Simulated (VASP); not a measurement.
Ti, 1 atom in the cell. The structure is tetragonal, space group I4/mmm (No. 139). The conventional cell has a = 2.842 Å, b = 2.842 Å, c = 4.060 Å, α = 90.00°, β = 90.00°, γ = 90.00°. Within 3.7 Å of Ti (site symmetry 4/mmm) lie 12 Ti at 2.84 to 2.86 Å.  This cell differs from its parent crystal: equal xx and yy strain of -1 %.

| Quantity | Value |
| --- | --- |
| Program | VASP 6.6.1 |
| Task | electric field gradients |
| Functional | LDA |
| Potentials or basis | VASP PAW LDA potentials, release 64 (Ti_sv) |
| Cutoff | 520 eV |
| k mesh | 15 × 15 × 15 |
| Occupations | fermi-dirac, width 0.05 eV |
| Spin | no spin polarisation |
| Dipole correction | no |
| Further INCAR settings | ALGO = Normal; EDIFF = 1e-08; NBANDS = 12 |

Potentials or basis: VASP PAW LDA potentials, release 64 (Ti_sv).

The run is started by

```console
$ cat potpaw_LDA.64/Ti_sv/POTCAR > POTCAR
$ mpirun -np 1 vasp_std > vasp.out
```

Hardware: 1 thread of AMD EPYC 7R13, with other jobs on the host.

Estimate the wall time of this run.

It took 2.6 min on 1 thread of AMD EPYC 7R13, on a shared host, peak memory 0.14 GiB. Counts: scf iterations 15, k points 288.
